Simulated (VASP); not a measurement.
**Hf: electric field gradients with PBE**

Hf:

```xyz
2
Lattice="3.1647 0.0000 0.0000 -1.5824 2.7407 0.0000 0.0000 0.0000 5.0578" Properties=species:S:1:pos:R:3 pbc="T T T"
Hf    0.0000    1.8272    1.2645
Hf    1.5824    0.9136    3.7934
```

This cell differs from its parent crystal: equal xx and yy strain of -1 %.

- Program: VASP 6.6.1
- Task: electric field gradients
- Functional: PBE
- Potentials or basis: VASP PAW PBE potentials, release 64 (Hf_pv)
- Cutoff: 400 eV
- k mesh: 13 × 13 × 7
- Occupations: fermi-dirac, width 0.05 eV
- Spin: no spin polarisation
- Dipole correction: no
- Further INCAR settings: ALGO = Normal; EDIFF = 1e-08; NBANDS = 17

```yaml
Pressure: 2.5 GPa
Band_gap_on_the_k_mesh: zero (bands 10 and 11 overlap by 1.59 eV)
Largest_electric_field_gradient_by_atom: Hf +76.7 V/Å²
```

Stress tensor (GPa, compression positive):
```
3.00 0.00 0.00
0.00 3.00 0.00
0.00 0.00 1.57
```

Levels at points of the mesh, in eV from the Fermi level:
| k point | band 6 | band 7 | band 8 | band 9 | band 10 | band 11 | band 12 | band 13 | band 14 | band 15 |
| --- | --- | --- | --- | --- | --- | --- | --- | --- | --- | --- |
| (0.00, 0.00, 0.00) | -30.12 | -7.45 | -3.79 | 0.63 | 1.21 | 1.21 | 1.37 | 2.03 | 2.03 | 2.76 |

Electric field gradients, principal values (V/Å²):
```csv
atom,least,middle,greatest (by size)
1 Hf,-38.326,-38.326,76.652
2 Hf,-38.326,-38.326,76.652
```

It took 54 s on 1 thread of Intel Xeon 8259CL, with other jobs on the host, peak memory 0.17 GiB.

Caveat: the cell differs from its parent crystal (equal xx and yy strain of -1 %); without QUAD_EFG the Cq values of the log hold for a quadrupole moment of 1 mb, not for the nuclei; spin-orbit coupling is left out, which moves the levels of the heavy elements.
